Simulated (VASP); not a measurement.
**Hf: single point with PBEsol+D3(BJ)**

Crystal: Hf.

```
Hf
1.0
    -1.72362    1.72362    1.72362
     1.72362   -1.72362    1.72362
     1.72362    1.72362   -1.72362
Hf
1
Direct
  0.00000 0.00000 0.00000
```

| Property | Result |
| --- | --- |
| Program | VASP 6.6.1 |
| Task | single point |
| Functional | PBEsol |
| Dispersion | D3(BJ) |
| Potentials or basis | VASP PAW PBE potentials, release 64 (Hf_pv) |
| Cutoff | 520 eV |
| k mesh | 10 × 10 × 10 |
| Occupations | fermi-dirac, width 0.05 eV |
| Spin | no spin polarisation |

| Property | Result |
| --- | --- |
| Pressure | -0.2 GPa |
| Band gap on the k mesh | zero (band 5 reaches 6.60 eV, above the bottom of band 6 at 4.19 eV) |
| Dispersion energy per atom | -0.560 eV |

Levels at points of the mesh, in eV from the Fermi level:
```csv
k point,band 3,band 4,band 5,band 6,band 7,band 8
"(0.00, 0.00, 0.00)",-29.47,-7.36,1.54,1.54,1.54,4.60
"(0.50, 0.00, 0.00)",-29.47,-3.70,-0.71,1.43,4.47,5.57
"(0.50, 0.50, 0.50)",-30.23,-3.01,-3.01,7.44,7.44,7.44
```

Run time: 7.6 s on 1 thread of Intel Xeon 8259CL (shared host), peak memory 0.15 GiB.

Caveat: the PAW data sets were made with another functional, which shifts forces and pressure a little; spin-orbit coupling is left out, which moves the levels of the heavy elements; pairwise dispersion overbinds metals, which lowers pressure and volume.
